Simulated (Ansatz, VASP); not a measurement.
**HfCl4F: VASP beside Ansatz**

```
CELL_PARAMETERS angstrom
0.00000 4.51883 4.51883
4.51883 0.00000 4.51883
4.51883 4.51883 0.00000
ATOMIC_POSITIONS crystal
Hf 0.00000 0.00000 0.00000
Cl 0.92448 0.35851 0.35851
Cl 0.35851 0.35851 0.35851
Cl 0.35851 0.92448 0.35851
Cl 0.35851 0.35851 0.92448
F 0.50000 0.50000 0.50000
```

Change from the starting cell: species swapped into the LiBH4 type (F-43m, No. 216).

Alike in both runs: functional PBE; k mesh 4 × 4 × 4; occupations gaussian, width 0.1 eV; no spin polarisation.

Ansatz relaxed the structure, and its values are those at the end. VASP's run is a single point on that final structure, the one shown.

```csv
,VASP,Ansatz
version,VASP 6.6.1,Ansatz 0.2.0
potentials or method,"VASP PAW PBE potentials, release 64 (Hf_pv, Cl, F), cutoff 520 eV","scalar-relativistic, plane waves, PAW"
valence electrons in the cell,45,61
```

Ansatz gave:

```
gap on the k mesh at the Fermi level (eV) : none
pressure (GPa)                            : 0.3
rms of the force components (eV/Å)        : 0.011
```

**Question.** Which values does VASP return?

**Answer.** gap on the k mesh at the Fermi level (eV): none; pressure (GPa): 0.2; rms of the force components (eV/Å): 0.011.

A gap of «none» marks a metal or a gap that the smearing closes. VASP's potentials hold 45 valence electrons a cell and Ansatz's 61, so a difference there can come from the potentials and not from the codes.

Neither program's run includes spin-orbit coupling.
